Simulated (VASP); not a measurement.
Write the native input for VASP 6.6.1 that does the following.

```
Task                   : single point
Functional             : PBE
Potentials or basis    : VASP PAW PBE potentials, release 64 (Pt, H)
Cutoff                 : 520 eV
k mesh                 : 6 × 6 × 1
Occupations            : gaussian, width 0.1 eV
Spin                   : no spin polarisation
Dipole correction      : yes
Further INCAR settings : ALGO = Normal; EDIFF = 1e-06; NBANDS = 74
```

The structure of HPt6 lies in POSCAR:

```
HPt6
1.0
    5.6145835605      0.0000000000      0.0000000000
   -2.8072917802      4.8623719950      0.0000000000
    0.0000000000      0.0000000000     22.6197373747
Pt H
12 2
Direct
    0.3333333333      0.1666666667      0.1768367127
    0.3333333333      0.6666666667      0.1768367127
    0.8333333333      0.1666666667      0.1768367127
    0.8333333333      0.6666666667      0.1768367127
    0.1666666667      0.3333333333      0.2789580515
    0.1666666667      0.8333333333      0.2789580515
    0.6666666667      0.3333333333      0.2789580515
    0.6666666667      0.8333333333      0.2789580515
    0.0000000000      0.0000000000      0.3810715055
    0.0000000000      0.5000000000      0.3810715055
    0.5000000000      0.0000000000      0.3810715055
    0.5000000000      0.5000000000      0.3810715055
    0.1892786072      0.3785572143      0.4960153687
    0.3107213928      0.6214427857      0.4960153687
```

The input as run:

INCAR

```
ALGO = Normal
DIPOL = 0.5 0.5 0.310
EDIFF = 1E-6
ENCUT = 520
GGA = PE
IDIPOL = 3
ISIF = 2
ISMEAR = 0
LASPH = T
LCHARG = F
LDIPOL = T
LREAL = F
LWAVE = F
NBANDS = 74
NELM = 100
PREC = Accurate
SIGMA = 0.1
```

KPOINTS

```
k-points
0
Gamma
  6 6 1
```

Potentials or basis: VASP PAW PBE potentials, release 64 (Pt, H).

The run is started by

```sh
$ cat potpaw_PBE.64/Pt/POTCAR potpaw_PBE.64/H/POTCAR > POTCAR
$ mpirun -np 1 vasp_std > vasp.out
```

Results of the run:

| Quantity | Value |
| --- | --- |
| Largest force | 4.282 eV/Å |
| Band gap on the k mesh | zero (bands 61 and 62 overlap by 0.76 eV) |

Caveat: spin-orbit coupling is left out, which moves the levels of the heavy elements.

It took 54 min on 1 thread of Intel Xeon 8259CL (shared host), peak memory 0.87 GiB.
